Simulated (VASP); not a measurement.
Wanted: the native input for a VASP 6.6.1 run.

* Task: single point
* Functional: PBE
* Potentials or basis: VASP PAW PBE potentials, release 64 (Ni, O)
* Cutoff: 520 eV
* k mesh: 12 × 12 × 12
* Occupations: gaussian, width 0.05 eV
* Spin: collinear spin, ferromagnetic start
* Starting moments: [1.91, 0.21] μB
* Hubbard terms: Ni d U = 6.2 eV
* Dipole correction: no
* Further INCAR settings: ALGO = Normal; EDIFF = 1e-06; NBANDS = 19

The structure of NiO lies in POSCAR:

```
NiO
1.0
    0.0000000000      1.9203421025      2.1337134472
    1.9203421025      0.0000000000      2.1337134472
    1.9203421025      1.9203421025      0.0000000000
Ni O
1 1
Direct
    0.0000000000      0.0000000000      0.0000000000
    0.5000000000      0.5000000000      0.5000000000
```

This cell differs from its parent crystal: strain -0.1000 x Voigt [1, 1, 0, 0, 0, 0].

The input as run:

INCAR

```
SYSTEM = NiO
PREC = Accurate ; ENCUT = 520
EDIFF = 1E-6 ; ISMEAR = 0
SIGMA = 0.05 ; LREAL = .FALSE.
LASPH = .TRUE. ; NELM = 150
ALGO = Normal ; ISIF = 2
LWAVE = .FALSE. ; LCHARG = .FALSE.
ISPIN = 2 ; MAGMOM = 1.91 0.21
LORBIT = 11 ; LMAXMIX = 4
LDAU = .TRUE. ; LDAUTYPE = 2
LDAUL = 2 -1 ; LDAUU = 6.2 0
LDAUJ = 0 0 ; LDAUPRINT = 1
GGA = PE ; NBANDS = 19
```

KPOINTS

```
Automatic mesh
0
G
  12 12 12
  0 0 0
```

Potentials or basis: VASP PAW PBE potentials, release 64 (Ni, O).

The run is started by

```bash
$ cat potpaw_PBE.64/Ni/POTCAR potpaw_PBE.64/O/POTCAR > POTCAR
$ mpirun -np 1 vasp_std > vasp.out
```

Results of the run:

| Item | Value |
| --- | --- |
| Pressure | 46.8 GPa |
| Band gap on the k mesh | 1.28 eV (least direct gap 2.36 eV) |
| Net moment | 2.00 μB per cell |
| Site moments | Ni +1.82; O +0.20 μB |
| Valence electrons inside the program's atomic spheres | Ni 9.40; O 5.13 |

Caveat: the cell differs from its parent crystal (strain -0.1000 x Voigt [1, 1, 0, 0, 0, 0]); the cell stands under pressure; a cell with one magnetic atom can't hold antiferromagnetic order, which such compounds often take.

Run time: 2.1 min on 1 thread of Intel Xeon 8259CL, with other jobs on the host, peak memory 0.2 GiB.
